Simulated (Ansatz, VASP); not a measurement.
**BeS in VASP and in Ansatz**

The input INCAR:

```
SYSTEM = BeS
ALGO = Normal
EDIFF = 1E-6
ENCUT = 520
GGA = PE
ISIF = 2
ISMEAR = -1
LASPH = .True.
LCHARG = .False.
LREAL = .False.
LWAVE = .False.
NBANDS = 11
NELM = 60
PREC = Accurate
SIGMA = 0.02
```

Contents of KPOINTS:

```
k-points
0
Gamma
  10 10 10
  0 0 0
```

Contents of POSCAR:

```
BeS
1.0
    0.0000000000      2.3172971949      2.2477782791
    2.3172971949      0.0000000000      2.2477782791
    2.3172971949      2.3172971949      0.0000000000
Be S
1 1
Direct
    0.0000000000      0.0000000000      0.0000000000
    0.5000000000      0.5000000000      0.5000000000
```

Input for Ansatz:

```yaml
crystal:
  lattice:
    - [0.0, 2.3172971949, 2.2477782791]
    - [2.3172971949, 0.0, 2.2477782791]
    - [2.3172971949, 2.3172971949, 0.0]
  atoms:
    - { symbol: Be, position: [0.0, 0.0, 0.0] }
    - { symbol: S, position: [0.5, 0.5, 0.5] }
kpoints:
  mp_grid: { grid: [10, 10, 10] }
  band_path:
    path:
      - [0.0, 0.0, 0.0]
      - [0.5, 0.0, 0.5]
      - [0.625, 0.25, 0.625]
      - [0.375, 0.375, 0.75]
      - [0.5, 0.5, 0.5]
      - [0.5, 0.25, 0.75]
      - [0.15, 0.15, 0.3]
    npoints: 1
hamiltonian:
  xc: pbe
scf:
  occupations: { method: fermi_dirac, width: 0.02 }
  n_extra_bands: 4
output:
  forces: true
  stress: true
  eigenvalues: true
```

Change from the starting cell: uniaxial_z strain -3.0%.

Alike in both runs: task single point; functional PBE; k mesh 10 × 10 × 10; occupations fermi-dirac, width 0.02 eV; no spin polarisation.

|  | VASP | Ansatz |
| --- | --- | --- |
| version | VASP 6.6.1 | Ansatz 0.2.0 |
| potentials or method | VASP PAW PBE potentials, release 64 (Be, S) | plane waves, PAW |
| plane-wave cutoff (eV) | 520 | 420 |
| valence electrons in the cell | 8 | 8 |

Ansatz gave:

```
gap on the k mesh at the Fermi level (eV)                     : 0.79
pressure (GPa)                                                : 3.3
traceless stress, the component that is largest in VASP (GPa) : 2.54
```

Question: Estimate VASP's values.

Answer: gap on the k mesh at the Fermi level (eV): 0.80; pressure (GPa): 3.2; traceless stress, the component that is largest in VASP (GPa): 2.55.

The functional is the same, so the differences come from potentials, cutoffs and numerics.
